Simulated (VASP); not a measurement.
# Al3GaN4 (P-43m) in VASP: a series of runs, part 2 of 2

VASP 6.6.1.

## Step 3: Single point, r2SCAN

This run uses another cell than the first one, of 10.76 Å³/atom.

Contents of POSCAR:

```
Al3GaN4
1.0
    4.4156219140      0.0000000000      0.0000000000
    0.0000000000      4.4156219140      0.0000000000
    0.0000000000      0.0000000000      4.4156219140
Al Ga N
3 1 4
Direct
    0.5000000000      0.5000000000      0.0000000000
    0.5000000000      0.0000000000      0.5000000000
    0.0000000000      0.5000000000      0.5000000000
    0.0000000000      0.0000000000      0.0000000000
    0.7444714517      0.7444714517      0.2555285483
    0.7444714517      0.2555285483      0.7444714517
    0.2555285483      0.7444714517      0.7444714517
    0.2555285483      0.2555285483      0.2555285483
```

Contents of INCAR.step1:

```
SYSTEM = Al3GaN4
ALGO     = Normal         ! electronic algorithm
EDIFF    = 1E-5           ! SCF threshold, eV
ENCUT    = 910            ! plane-wave cutoff, eV
GGA      = PE             ! functional
GGA_COMPAT= .False.      
ISMEAR   = 0              ! smearing method
LASPH    = .True.         ! aspherical terms in the spheres
LCHARG   = .False.        ! write CHGCAR
LREAL    = .False.        ! projectors in reciprocal space
LWAVE    = .True.         ! write WAVECAR
NBANDS   = 31             ! bands
NELM     = 120            ! most SCF steps
PREC     = Accurate       ! precision mode
SIGMA    = 0.02           ! smearing width, eV
```

Contents of INCAR.step2:

```
SYSTEM = Al3GaN4
ALGO     = Normal         ! electronic algorithm
EDIFF    = 1E-6           ! SCF threshold, eV
ENCUT    = 910            ! plane-wave cutoff, eV
GGA_COMPAT= .False.      
ISIF     = 2              ! what is computed and relaxed
ISMEAR   = 0              ! smearing method
ISTART   = 1            
LASPH    = .True.         ! aspherical terms in the spheres
LCHARG   = .True.         ! write CHGCAR
LELF     = .True.         ! ELF
LMIXTAU  = .True.       
LREAL    = .False.        ! projectors in reciprocal space
LVHAR    = .True.       
LWAVE    = .False.        ! write WAVECAR
METAGGA  = R2SCAN         ! meta-GGA
NBANDS   = 31             ! bands
NELM     = 120            ! most SCF steps
PREC     = Accurate       ! precision mode
SIGMA    = 0.02           ! smearing width, eV
```

Contents of KPOINTS:

```
k-points
0
Gamma
  6 6 6
  0 0 0
```

Potentials or basis: VASP PAW PBE potentials, release 64 (Al, Ga_d, N_h).

The run is started by

```bash
$ cat potpaw_PBE.64/Al/POTCAR potpaw_PBE.64/Ga_d/POTCAR potpaw_PBE.64/N_h/POTCAR > POTCAR
$ cp INCAR.step1 INCAR
$ mpirun -np 1 vasp_std > vasp.out
$ cp INCAR.step2 INCAR
$ mpirun -np 1 vasp_std > vasp.out
```

OUTCAR:

```text
SYSTEM = Al3GaN4
   EDIFF = 1E-6
   ENCUT = 910
   ISIF = 2
   ISMEAR = 0
   ISTART = 1
   LASPH = .True.
   LREAL = .False.
   METAGGA = R2SCAN
   NELM = 120
   PREC = Accurate

 ion  position               nearest neighbor table
   1  0.500  0.500  0.000-   5 1.90   6 1.90   7 1.90   8 1.90   3 3.12   4 3.12   2 3.12   2 3.12
                             3 3.12   2 3.12   4 3.12   2 3.12   3 3.12   4 3.12   3 3.12   4 3.12
   2  0.500  0.000  0.500-   5 1.90   6 1.90   7 1.90   8 1.90   3 3.12   4 3.12   1 3.12   1 3.12
                             4 3.12   1 3.12   3 3.12   1 3.12   3 3.12   4 3.12   4 3.12   3 3.12
   3  0.000  0.500  0.500-   5 1.90   6 1.90   7 1.90   8 1.90   2 3.12   4 3.12   1 3.12   1 3.12
                             4 3.12   2 3.12   4 3.12   4 3.12   1 3.12   2 3.12   1 3.12   2 3.12
   4  0.000  0.000  0.000-   5 1.95   6 1.95   7 1.95   8 1.95   2 3.12   3 3.12   1 3.12   2 3.12
                             3 3.12   1 3.12   3 3.12   3 3.12   1 3.12   2 3.12   2 3.12   1 3.12
   5  0.744  0.744  0.256-   1 1.90   2 1.90   3 1.90   4 1.95
   6  0.744  0.256  0.744-   1 1.90   2 1.90   3 1.90   4 1.95
   7  0.256  0.744  0.744-   1 1.90   2 1.90   3 1.90   4 1.95
   8  0.256  0.256  0.256-   1 1.90   2 1.90   3 1.90   4 1.95

  LATTYP: Found a simple cubic cell.
 ALAT       =     4.4156219140

  Lattice vectors:

 A1 = (   4.4156219140,   0.0000000000,   0.0000000000)
 A2 = (   0.0000000000,   4.4156219140,   0.0000000000)
 A3 = (   0.0000000000,   0.0000000000,   4.4156219140)

Analysis of symmetry for initial positions (statically):
=====================================================================
 Subroutine PRICEL returns:
 Original cell was already a primitive cell.

 Routine SETGRP: Setting up the symmetry group for a
 simple cubic supercell.

 Subroutine GETGRP returns: Found 24 space group operations
 (whereof 24 operations were pure point group operations)
 out of a pool of 48 trial point group operations.

The static configuration has the point symmetry T_d .

Analysis of symmetry for dynamics (positions and initial velocities):
=====================================================================
 Subroutine PRICEL returns:
 Original cell was already a primitive cell.

 Routine SETGRP: Setting up the symmetry group for a
 simple cubic supercell.

 Subroutine GETGRP returns: Found 24 space group operations
 (whereof 24 operations were pure point group operations)
 out of a pool of 48 trial point group operations.

The dynamic configuration has the point symmetry T_d .

 Subroutine INISYM returns: Found 24 space group operations
 (whereof 24 operations are pure point group operations),
 and found     1 'primitive' translations

----------------------------------------------------------------------------------------

                                     Primitive cell

  volume of cell :      86.0945

  direct lattice vectors                    reciprocal lattice vectors
     4.415621914  0.000000000  0.000000000     0.226468665  0.000000000  0.000000000
     0.000000000  4.415621914  0.000000000     0.000000000  0.226468665  0.000000000
     0.000000000  0.000000000  4.415621914     0.000000000  0.000000000  0.226468665

  length of vectors
     4.415621914  4.415621914  4.415621914     0.226468665  0.226468665  0.226468665

  position of ions in fractional coordinates (direct lattice)
     0.500000000  0.500000000  0.000000000
[... 67 lines left out ...]
   k-points           NKPTS =     20   k-points in BZ     NKDIM =     20   number of bands    NBANDS=     31
   number of dos      NEDOS =    301   number of ions     NIONS =      8
   total plane-waves  NPLWV = 110592
   dimension x,y,z NGX =    48 NGY =   48 NGZ =   48
   dimension x,y,z NGXF=    96 NGYF=   96 NGZF=   96
   ions per type =               3   1   4
   NGX,Y,Z   is equivalent  to a cutoff of  18.07, 18.07, 18.07 a.u.
   NGXF,Y,Z  is equivalent  to a cutoff of  36.14, 36.14, 36.14 a.u.
 SYSTEM =  Al3GaN4
   PREC   = accura    normal or accurate (medium, high low for compatibility)
   ISTART =      1    job   : 0-new  1-cont  2-samecut
   ICHARG =      0    charge: 1-file 2-atom 10-const
   ISPIN  =      1    spin polarized calculation?
   LNONCOLLINEAR =      F non collinear calculations
   LSORBIT =      F    spin-orbit coupling
   LASPH  =      T    aspherical Exc in radial PAW
   ENCUT  =  910.0 eV  66.88 Ry    8.18 a.u.  10.86 10.86 10.86*2*pi/ulx,y,z
   NELM   =    120;   NELMIN=  2; NELMDL=  0     # of ELM steps
   EDIFF  = 0.1E-05   stopping-criterion for ELM
   LREAL  =      F    real-space projection
   EDIFFG = 0.1E-04   stopping-criterion for IOM
   NSW    =      0    number of steps for IOM
   IBRION =     -1    ionic relax: 0-MD 1-quasi-New 2-CG
   NFREE  =      0    steps in history (QN), initial steepest desc. (CG)
   ISIF   =      2    stress and relaxation
   ISYM   =      2    0-nonsym 1-usesym 2-fastsym
   POTIM  = 0.5000    time-step for ionic-motion
   TEBEG  =    0.0;   TEEND  =   0.0 temperature during run
   PSTRESS=    0.0 pullay stress
   NELECT =      42.0000    total number of electrons
   NUPDOWN=      -1.0000    fix difference up-down
   EMIN   =  10.00;   EMAX   =-10.00  energy-range for DOS
   EFERMI =   0.00;   METHOD = LEGACY
   ISMEAR =     0;   SIGMA  =   0.02  broadening in eV -4-tet -1-fermi 0-gaus
   EFERMI_NEDOS =   21; number of points for ismear=-14 and -15
   IALGO  =     38    algorithm
   IMIX   =      4    mixing-type and parameters
     AMIX     =   0.40;   BMIX     =  1.00
     AMIX_MAG =   1.60;   BMIX_MAG =  1.00
  volume/ion in A,a.u.               =      10.76        72.62
  Fermi-wavevector in a.u.,A,eV,Ry     =   1.288742  2.435370 22.597324  1.660856
  Thomas-Fermi vector in A             =   2.420677
   LORBIT       =      0    0 simple, 1 ext, 2 COOP (PROOUT), +10 PAW based schemes
   METAGGA = R2SCAN    functional components
   LHFCALC =     F    Hartree Fock is set to
   AEXX    =    0.0000 exact exchange contribution
   IVDW    =     0    specifies the selected vdW correction
   LEPSILON=     F    determine dielectric tensor
   LRPA    =     F    only Hartree local field effects (RPA)
 non-spin polarized calculation
 Gauss-broadening in eV      SIGMA  =   0.02
  energy-cutoff  :      910.00
  volume of cell :       86.09
 maximum number of plane-waves:      5412
 NGX is ok and might be reduce to    48
   NGX = 21   NGY = 21   NGZ = 21

 number of electron      42.0000000 magnetization

 Free energy of the ion-electron system (eV)
  ---------------------------------------------------
  ext. energy  EPLUGINS =         0.00000000
  ---------------------------------------------------
  free energy    TOTEN  =       -79.41956504 eV

  energy without entropy =      -79.41956504  energy(sigma->0) =      -79.41956504

 E-fermi :   5.8537     XC(G=0): -11.6992

 val. band max:        5.7125454474   @ k =   0.0000   0.0000   0.0000
 cond. band min:       9.7050282465   @ k =   0.0000   0.0000   0.0000
 fundamental gap:      3.9924827991
 Fermi energy:         5.8536935767

 k-point     1 :       0.0000    0.0000    0.0000
  band No.  band energies     occupation
      1     -10.2020      2.00000
      2      -8.3299      2.00000
      3      -8.3299      2.00000
      4      -8.3299      2.00000
      5      -7.2578      2.00000
      6      -7.2578      2.00000
[... 669 lines left out ...]
     30      17.1782      0.00000
     31      17.1810      0.00000

------------------------ aborting loop because EDIFF is reached ----------------------------------------

  FORCE on cell =-STRESS in cart. coord.  units (eV):
  Direction    XX          YY          ZZ          XY          YZ          ZX
  --------------------------------------------------------------------------------------
  -------------------------------------------------------------------------------------
  Total       -1.1629846     -1.1629846     -1.1629846      0.0000000     -0.0000000     -0.0000000
  in kB      -21.6425738    -21.6425738    -21.6425738      0.0000000     -0.0000000     -0.0000000
  external PRESSURE =     -21.6425738 kB  Pullay stress =       0.0000000 kB

 VOLUME and BASIS-vectors are now :
 -----------------------------------------------------------------------------
  energy-cutoff  :      910.00
  volume of cell :       86.09
      direct lattice vectors                 reciprocal lattice vectors
     4.415621914  0.000000000  0.000000000     0.226468665  0.000000000  0.000000000
     0.000000000  4.415621914  0.000000000     0.000000000  0.226468665  0.000000000
     0.000000000  0.000000000  4.415621914     0.000000000  0.000000000  0.226468665

 POSITION                                       TOTAL-FORCE (eV/Angst)
 -----------------------------------------------------------------------------------
      2.20781      2.20781      0.00000         0.000000     -0.000000      0.000000
      2.20781      0.00000      2.20781         0.000000     -0.000000      0.000000
      0.00000      2.20781      2.20781         0.000000     -0.000000      0.000000
      0.00000      0.00000      0.00000         0.000000     -0.000000      0.000000
      3.28730      3.28730      1.12832        -0.043938     -0.043938      0.043938
      3.28730      1.12832      3.28730        -0.043938      0.043938     -0.043938
      1.12832      3.28730      3.28730         0.043938     -0.043938     -0.043938
      1.12832      1.12832      1.12832         0.043938      0.043938      0.043938
 -----------------------------------------------------------------------------------
    total drift:                                0.000000      0.000000      0.000000

  FREE ENERGIE OF THE ION-ELECTRON SYSTEM (eV)
  ---------------------------------------------------
  free  energy   TOTEN  =       -79.4195650404 eV

  energy  without entropy=      -79.4195650404  energy(sigma->0) =      -79.41956504
```

Wall time 3.4 min (1 thread of Intel Xeon 6975P-C (Granite Rapids), shared host); peak memory 0.42 GiB.

Results:

```yaml
Free_energy: -79.4196 eV
Pressure: -2.2 GPa
Largest_force: 0.076 eV/Å
Band_gap_on_the_k_mesh: 3.99 eV
```

Forces on the atoms (eV/Å):
```
Al   0.000  0.000  0.000
Al   0.000  0.000  0.000
Al   0.000  0.000  0.000
Ga   0.000  0.000  0.000
N   -0.044 -0.044  0.044
N   -0.044  0.044 -0.044
N    0.044 -0.044 -0.044
N    0.044  0.044  0.044
```

Caveat: the cutoff is under 1.25 times the usual one of these potentials, so pressure, stress and relaxed cells hold a basis-set (Pulay) error; the PAW data sets were made with another functional, which shifts forces and pressure a little.
